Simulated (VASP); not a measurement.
A run of VASP 6.6.1:

The input POSCAR:

```
O
1.0
   -1.2080186682      1.2080186682      1.2080186682
    1.2080186682     -1.2080186682      1.2080186682
    1.2080186682      1.2080186682     -1.2080186682
O
1
Direct
    0.0000000000      0.0000000000      0.0000000000
```

Contents of INCAR.step1:

```
PREC = Accurate
ENCUT = 520
EDIFF = 1E-6
ISMEAR = -1
SIGMA = 0.1
LREAL = F
LASPH = T
NELM = 80
ALGO = Normal
ISIF = 2
LWAVE = F
LCHARG = T
NBANDS = 9
```

File KPOINTS.step1:

```
regular mesh
0
Gamma
  21 21 21
```

File INCAR.step2:

```
PREC = Accurate
ENCUT = 520
EDIFF = 1E-6
ISMEAR = -5
SIGMA = 0.1
LREAL = F
LASPH = T
NELM = 80
ALGO = Normal
ISIF = 2
LWAVE = F
LCHARG = F
LORBIT = 10
NBANDS = 9
NEDOS = 1001
ICHARG = 11
```

File KPOINTS.step2:

```
regular mesh
0
Gamma
  32 32 32
```

Potentials or basis: VASP PAW LDA potentials, release 64 (O).

Command:

```bash
$ cat potpaw_LDA.64/O/POTCAR > POTCAR
$ cp INCAR.step1 INCAR
$ cp KPOINTS.step1 KPOINTS
$ mpirun -np 1 vasp_std > vasp.out
$ cp INCAR.step2 INCAR
$ cp KPOINTS.step2 KPOINTS
$ mpirun -np 1 vasp_std > vasp.out
```

Hardware: 1 thread of AMD EPYC 9R45 96-Core Processor (Zen 5) (shared host).

**Question.** How long does it take, and how much memory?

**Answer.** Run time: 32 s on 1 thread of AMD EPYC 9R45 96-Core Processor (Zen 5) (shared host), peak memory 0.18 GiB. Counts: k points 897.
